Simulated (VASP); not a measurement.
# PC2 (Pnnm) in VASP: further runs

Runs on PC2. Level: PBE. Tasks: single point.

Everything below comes from runs of VASP 6.6.1. Logs are shortened: lines on timing, memory, paths and dates and some standing lists are left out, and cuts for length are marked.

**1. The cell of the first run**

The structure is orthorhombic, space group Pnnm (No. 58). Conventional cell: a = 3.744 Å, b = 4.579 Å, c = 2.842 Å, α = 90.00°, β = 90.00°, γ = 90.00°. Within 2.6 Å of P (site symmetry 2/m) lie 6 C at 1.95 to 1.98 Å. C (site symmetry m) has 1 C at 1.41 Å and 3 P at 1.95 to 1.98 Å within 2.0 Å.

The cell was built from a structure type or drawn by symmetry, and may not be a known phase.

**2. Single point, PBE**

INCAR

```
SYSTEM = PC2
PREC = Accurate
ENCUT = 910
EDIFF = 1E-6
ISMEAR = 0
SIGMA = 0.1
LREAL = .FALSE.
LASPH = .TRUE.
NELM = 120
ALGO = Normal
ISIF = 2
LWAVE = .FALSE.
LCHARG = .FALSE.
GGA = PE
NBANDS = 22
GGA_COMPAT = .FALSE.
```

KPOINTS

```
Automatic mesh
0
G
  6 4 6
  0 0 0
```

POSCAR

```
PC2
1.0
    3.7441903088      0.0000000000      0.0000000000
    0.0000000000      4.5793811781      0.0000000000
    0.0000000000      0.0000000000      2.8418871534
P C
2 4
Direct
    0.0000000000      0.0000000000      0.0000000000
    0.5000000000      0.5000000000      0.5000000000
    0.1496670854      0.4068361530      0.0000000000
    0.8503329146      0.5931638470      0.0000000000
    0.6496670854      0.0931638470      0.5000000000
    0.3503329146      0.9068361530      0.5000000000
```

Potentials or basis: VASP PAW PBE potentials, release 64 (P, C_h).

On the command line:

```console
$ cat potpaw_PBE.64/P/POTCAR potpaw_PBE.64/C_h/POTCAR > POTCAR
$ mpirun -np 1 vasp_std > vasp.out
```

OUTCAR:

```text
SYSTEM = PC2
   PREC = Accurate
   ENCUT = 910
   EDIFF = 1E-6
   ISMEAR = 0
   LREAL = .FALSE.
   LASPH = .TRUE.
   NELM = 120
   ISIF = 2
   GGA = PE

 ion  position               nearest neighbor table
   1  0.000  0.000  0.000-   3 1.95   4 1.95   5 1.98   6 1.98   5 1.98   6 1.98
   2  0.500  0.500  0.500-   5 1.95   6 1.95   3 1.98   4 1.98   3 1.98   4 1.98
   3  0.150  0.407  0.000-   4 1.41   1 1.95   2 1.98   2 1.98
   4  0.850  0.593  0.000-   3 1.41   1 1.95   2 1.98   2 1.98
   5  0.650  0.093  0.500-   6 1.41   2 1.95   1 1.98   1 1.98
   6  0.350  0.907  0.500-   5 1.41   2 1.95   1 1.98   1 1.98

  LATTYP: Found a simple orthorhombic cell.
 ALAT       =     2.8418871534
 B/A-ratio  =     1.3175014020
 C/A-ratio  =     1.6113874095

  Lattice vectors:

 A1 = (   0.0000000000,   0.0000000000,   2.8418871534)
 A2 = (   3.7441903088,   0.0000000000,   0.0000000000)
 A3 = (   0.0000000000,   4.5793811781,   0.0000000000)

Analysis of symmetry for initial positions (statically):
=====================================================================
 Subroutine PRICEL returns:
 Original cell was already a primitive cell.

 Routine SETGRP: Setting up the symmetry group for a
 simple orthorhombic supercell.

 Subroutine GETGRP returns: Found  8 space group operations
 (whereof  4 operations were pure point group operations)
 out of a pool of  8 trial point group operations.

The static configuration has the point symmetry C_2h.
 The point group associated with its full space group is D_2h.

Analysis of symmetry for dynamics (positions and initial velocities):
=====================================================================
 Subroutine PRICEL returns:
 Original cell was already a primitive cell.

 Routine SETGRP: Setting up the symmetry group for a
 simple orthorhombic supercell.

 Subroutine GETGRP returns: Found  8 space group operations
 (whereof  4 operations were pure point group operations)
 out of a pool of  8 trial point group operations.

The dynamic configuration has the point symmetry C_2h.
 The point group associated with its full space group is D_2h.

 Subroutine INISYM returns: Found  8 space group operations
 (whereof  4 operations are pure point group operations),
 and found     1 'primitive' translations

----------------------------------------------------------------------------------------

                                     Primitive cell

  volume of cell :      48.7272

  direct lattice vectors                    reciprocal lattice vectors
     3.744190309  0.000000000  0.000000000     0.267080441  0.000000000  0.000000000
     0.000000000  4.579381178  0.000000000     0.000000000  0.218370116  0.000000000
     0.000000000  0.000000000  2.841887153     0.000000000  0.000000000  0.351878856

  length of vectors
     3.744190309  4.579381178  2.841887153     0.267080441  0.218370116  0.351878856

  position of ions in fractional coordinates (direct lattice)
     0.000000000  0.000000000  0.000000000
     0.500000000  0.500000000  0.500000000
     0.149667085  0.406836153  0.000000000
     0.850332915  0.593163847  0.000000000
     0.649667085  0.093163847  0.500000000
     0.350332915  0.906836153  0.500000000

  ion indices of the primitive-cell ions
   primitive index   ion index
                 1           1
                 2           2
                 3           3
                 4           4
                 5           5
                 6           6

----------------------------------------------------------------------------------------

 KPOINTS: Automatic mesh

Automatic generation of k-mesh.
 Grid dimensions read from file:
 generate k-points for:    6    4    6

 Generating k-lattice:

  Cartesian coordinates                     Fractional coordinates (reciprocal lattice)
     0.044513407  0.000000000  0.000000000     0.166666667  0.000000000  0.000000000
     0.000000000  0.054592529  0.000000000     0.000000000  0.250000000  0.000000000
     0.000000000  0.000000000  0.058646476     0.000000000  0.000000000  0.166666667

  Length of vectors
     0.044513407  0.054592529  0.058646476

  Shift w.r.t. Gamma in fractional coordinates (k-lattice)
     0.000000000  0.000000000  0.000000000

 Subroutine IBZKPT returns following result:
 ===========================================

 Found     48 irreducible k-points:

 Following reciprocal coordinates:
            Coordinates               Weight
  0.000000  0.000000  0.000000      1.000000
  0.166667  0.000000  0.000000      2.000000
  0.333333  0.000000  0.000000      2.000000
  0.500000  0.000000  0.000000      1.000000
  0.000000  0.250000  0.000000      2.000000
  0.166667  0.250000  0.000000      4.000000
[... 16 lines left out ...]
  0.333333  0.500000  0.166667      4.000000
  0.500000  0.500000  0.166667      2.000000
 [... further k-points ...]
   k-points           NKPTS =     48   k-points in BZ     NKDIM =     48   number of bands    NBANDS=     22
   number of dos      NEDOS =    301   number of ions     NIONS =      6
   total plane-waves  NPLWV =  53760
   dimension x,y,z NGX =    40 NGY =   48 NGZ =   28
   dimension x,y,z NGXF=    80 NGYF=   96 NGZF=   56
   ions per type =               2   4
   NGX,Y,Z   is equivalent  to a cutoff of  17.76, 17.43, 16.38 a.u.
   NGXF,Y,Z  is equivalent  to a cutoff of  35.52, 34.85, 32.76 a.u.
 SYSTEM =  PC2
   PREC   = accura    normal or accurate (medium, high low for compatibility)
   ISTART =      0    job   : 0-new  1-cont  2-samecut
   ICHARG =      2    charge: 1-file 2-atom 10-const
   ISPIN  =      1    spin polarized calculation?
   LNONCOLLINEAR =      F non collinear calculations
   LSORBIT =      F    spin-orbit coupling
   LASPH  =      T    aspherical Exc in radial PAW
   ENCUT  =  910.0 eV  66.88 Ry    8.18 a.u.   9.21 11.26  6.99*2*pi/ulx,y,z
   NELM   =    120;   NELMIN=  2; NELMDL= -5     # of ELM steps
   EDIFF  = 0.1E-05   stopping-criterion for ELM
   LREAL  =      F    real-space projection
   EDIFFG = 0.1E-04   stopping-criterion for IOM
   NSW    =      0    number of steps for IOM
   IBRION =     -1    ionic relax: 0-MD 1-quasi-New 2-CG
   NFREE  =      0    steps in history (QN), initial steepest desc. (CG)
   ISIF   =      2    stress and relaxation
   ISYM   =      2    0-nonsym 1-usesym 2-fastsym
   POTIM  = 0.5000    time-step for ionic-motion
   TEBEG  =    0.0;   TEEND  =   0.0 temperature during run
   PSTRESS=    0.0 pullay stress
   NELECT =      26.0000    total number of electrons
   NUPDOWN=      -1.0000    fix difference up-down
   EMIN   =  10.00;   EMAX   =-10.00  energy-range for DOS
   EFERMI =   0.00;   METHOD = LEGACY
   ISMEAR =     0;   SIGMA  =   0.10  broadening in eV -4-tet -1-fermi 0-gaus
   EFERMI_NEDOS =   21; number of points for ismear=-14 and -15
   IALGO  =     38    algorithm
   IMIX   =      4    mixing-type and parameters
     AMIX     =   0.40;   BMIX     =  1.00
     AMIX_MAG =   1.60;   BMIX_MAG =  1.00
  volume/ion in A,a.u.               =       8.12        54.80
  Fermi-wavevector in a.u.,A,eV,Ry     =   1.327829  2.509233 23.988833  1.763129
  Thomas-Fermi vector in A             =   2.457112
   LORBIT       =      0    0 simple, 1 ext, 2 COOP (PROOUT), +10 PAW based schemes
   GGA     = PE    functional components
   LHFCALC =     F    Hartree Fock is set to
   AEXX    =    0.0000 exact exchange contribution
   IVDW    =     0    specifies the selected vdW correction
   LEPSILON=     F    determine dielectric tensor
   LRPA    =     F    only Hartree local field effects (RPA)
 non-spin polarized calculation
 Gauss-broadening in eV      SIGMA  =   0.10
  energy-cutoff  :      910.00
  volume of cell :       48.73
 maximum number of plane-waves:      3064
 NGX is ok and might be reduce to    40
   NGX = 19   NGY = 23   NGZ = 13

 number of electron      26.0000000 magnetization

 Free energy of the ion-electron system (eV)
  ---------------------------------------------------
  ext. energy  EPLUGINS =         0.00000000
  ---------------------------------------------------
  free energy    TOTEN  =       -43.27801507 eV

  energy without entropy =      -43.26781156  energy(sigma->0) =      -43.27291331

 E-fermi :  10.5961     XC(G=0): -12.5603

 val. band max:       10.4358934551   @ k =   0.3333   0.0000   0.5000
 cond. band min:      10.6129900390   @ k =   0.5000   0.2500   0.1667
 fundamental gap:      0.1770965839
 Fermi energy:        10.5961020336

 k-point     1 :       0.0000    0.0000    0.0000
  band No.  band energies     occupation
      1      -8.6306      2.00000
      2      -4.1062      2.00000
      3      -1.0284      2.00000
      4      -0.6408      2.00000
      5       0.5467      2.00000
      6       2.7733      2.00000
[... 14 lines left out ...]
     21      20.1683      0.00000
     22      20.1801      0.00000

 k-point     2 :       0.1667    0.0000    0.0000
  band No.  band energies     occupation
      1      -8.3829      2.00000
      2      -3.9332      2.00000
      3      -2.5207      2.00000
      4      -0.8171      2.00000
      5       1.4267      2.00000
      6       2.6951      2.00000
[... 14 lines left out ...]
     21      19.3221      0.00000
     22      20.2270      0.00000

 k-point     3 :       0.3333    0.0000    0.0000
  band No.  band energies     occupation
      1      -7.6439      2.00000
      2      -4.7975      2.00000
      3      -3.0573      2.00000
      4      -0.6751      2.00000
      5       0.1818      2.00000
      6       2.6280      2.00000
[... 14 lines left out ...]
     21      18.9258      0.00000
     22      19.9076      0.00000
[... 476 lines left out ...]
 k-point    23 :       0.3333    0.5000    0.1667
  band No.  band energies     occupation
      1      -5.8109      2.00000
      2      -5.8109      2.00000
      3      -3.0098      2.00000
      4      -3.0098      2.00000
      5       4.0151      2.00000
      6       4.0151      2.00000
[... 14 lines left out ...]
     21      20.3063      0.00000
     22      20.3200      0.00000

 k-point    24 :       0.5000    0.5000    0.1667
  band No.  band energies     occupation
      1      -4.8363      2.00000
      2      -4.8363      2.00000
      3      -4.3963      2.00000
      4      -4.3963      2.00000
      5       5.0151      2.00000
      6       5.0151      2.00000
[... 14 lines left out ...]
     21      20.5577      0.00000
     22      20.5602      0.00000

 [... further k-points ...]

------------------------ aborting loop because EDIFF is reached ----------------------------------------

  FORCE on cell =-STRESS in cart. coord.  units (eV):
  Direction    XX          YY          ZZ          XY          YZ          ZX
  --------------------------------------------------------------------------------------
  -------------------------------------------------------------------------------------
  Total       -0.1473997     -0.1728505     -0.1738814     -0.0000000      0.0000000      0.0000000
  in kB       -4.8465822     -5.6834208     -5.7173159     -0.0000000      0.0000000      0.0000000
  external PRESSURE =      -5.4157730 kB  Pullay stress =       0.0000000 kB

 VOLUME and BASIS-vectors are now :
 -----------------------------------------------------------------------------
  energy-cutoff  :      910.00
  volume of cell :       48.73
      direct lattice vectors                 reciprocal lattice vectors
     3.744190309  0.000000000  0.000000000     0.267080441  0.000000000  0.000000000
     0.000000000  4.579381178  0.000000000     0.000000000  0.218370116  0.000000000
     0.000000000  0.000000000  2.841887153     0.000000000  0.000000000  0.351878856

 POSITION                                       TOTAL-FORCE (eV/Angst)
 -----------------------------------------------------------------------------------
      0.00000      0.00000      0.00000         0.000000      0.000000      0.000000
      1.87210      2.28969      1.42094         0.000000      0.000000      0.000000
      0.56038      1.86306      0.00000         0.007031     -0.038338      0.000000
      3.18381      2.71632      0.00000        -0.007031      0.038338      0.000000
      2.43248      0.42663      1.42094         0.007031      0.038338      0.000000
      1.31171      4.15275      1.42094        -0.007031     -0.038338     -0.000000
 -----------------------------------------------------------------------------------
    total drift:                                0.000000      0.000000      0.000000

  FREE ENERGIE OF THE ION-ELECTRON SYSTEM (eV)
  ---------------------------------------------------
  free  energy   TOTEN  =       -43.2780150692 eV

  energy  without entropy=      -43.2678115576  energy(sigma->0) =      -43.27291331
```

Run time: 80 s. Hardware: 1 thread of Intel Xeon Platinum 8259CL at 2.50GHz (Skylake/Cascade Lake), shared host; peak memory 0.27 GiB.

What came out:

- Free energy: -43.2780 eV
- Pressure: -0.5 GPa
- Largest force: 0.039 eV/Å
- Band gap on the k mesh: zero (bands 13 and 14 overlap by 5.90 eV)

Forces in eV/Å, atoms in the order of the input:
```
P    0.000  0.000  0.000
P    0.000  0.000  0.000
C    0.007 -0.038  0.000
C   -0.007  0.038  0.000
C    0.007  0.038  0.000
C   -0.007 -0.038  0.000
```

Stress tensor (GPa, compression positive):
```
-0.48  0.00  0.00
 0.00 -0.57  0.00
 0.00  0.00 -0.57
```

Caveat: the k points lie up to 0.37 Å⁻¹ apart, too coarse for converged energies and pressures of a metal; the cutoff is under 1.25 times the usual one of these potentials, so pressure, stress and relaxed cells hold a basis-set (Pulay) error.

[end of part 1 of 2]
